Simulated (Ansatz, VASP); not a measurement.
# Sc in VASP and in Ansatz

INCAR

```
SYSTEM = Sc
PREC     = Accurate       ! precision mode
ENCUT    = 500            ! plane-wave cutoff, eV
EDIFF    = 1E-6           ! SCF threshold, eV
ISMEAR   = -1             ! smearing method
SIGMA    = 0.08           ! smearing width, eV
LREAL    = .False.        ! projectors in reciprocal space
LASPH    = .True.         ! aspherical terms in the spheres
NELM     = 200            ! most SCF steps
ALGO     = Normal         ! electronic algorithm
ISIF     = 2              ! what is computed and relaxed
LWAVE    = .False.        ! write WAVECAR
LCHARG   = .False.        ! write CHGCAR
ISPIN    = 2              ! spin polarisation
MAGMOM   = 1 1            ! initial moments
LORBIT   = 11             ! projections on sites
LMAXMIX  = 4              ! l up to which the mixer works
GGA      = PS             ! functional
NBANDS   = 22             ! bands
GGA_COMPAT= .False.
```

KPOINTS

```
regular mesh
0
Gamma
  14 14 8
  0 0 0
```

File POSCAR:

```
Sc
1.0
    3.3345355097      0.0000000000      0.0000000000
   -1.6672677548      2.8877924612      0.0000000000
    0.0000000000      0.0000000000      5.4027458635
Sc
2
Direct
    0.3333333333      0.6666666667      0.2500000000
    0.6666666667      0.3333333333      0.7500000000
```

Input for Ansatz:

```yaml
crystal:
  lattice:
    - [3.3345355097, 0.0, 0.0]
    - [-1.6672677548, 2.8877924612, 0.0]
    - [0.0, 0.0, 5.4027458635]
  atoms:
    - { symbol: Sc, position: [0.3333333333, 0.6666666667, 0.25], spin: 1.0 }
    - { symbol: Sc, position: [0.6666666667, 0.3333333333, 0.75], spin: 1.0 }
magnetization:
  spin_polarized: true
kpoints:
  mp_grid: { grid: [14, 14, 8] }
scf:
  occupations: { method: fermi_dirac, width: 0.08 }
hamiltonian:
  xc: pbesol
  pseudopotentials: { kind: all_electron, lapw: { basis_error: 0.00025 } }
output:
  forces: true
  stress: true
  eigenvalues: true
```

Change from the starting cell: volume scaled by 1.04.

Alike in both runs: task single point; functional PBEsol; k mesh 14 × 14 × 8; occupations fermi-dirac, width 0.08 eV; collinear spin.

|  | VASP | Ansatz |
| --- | --- | --- |
| version | VASP 6.6.1 | Ansatz 0.2.0 |
| potentials or method | VASP PAW PBE potentials, release 64 (Sc_sv), cutoff 500 eV | all-electron LAPW, scalar-relativistic |

```csv
,VASP,Ansatz,Ansatz less VASP
pressure (GPa),-4.5,-4.5,+0.01
"traceless stress, the component that is largest in VASP (GPa)",-1.56,-1.56,0.000
net moment per atom (μB),0.00,0.00,0.000
```

VASP's potentials were made for PBE, not for PBEsol. Ansatz ran all-electron here, and VASP with PAW potentials. Ansatz's warnings: seeded moment not kept.
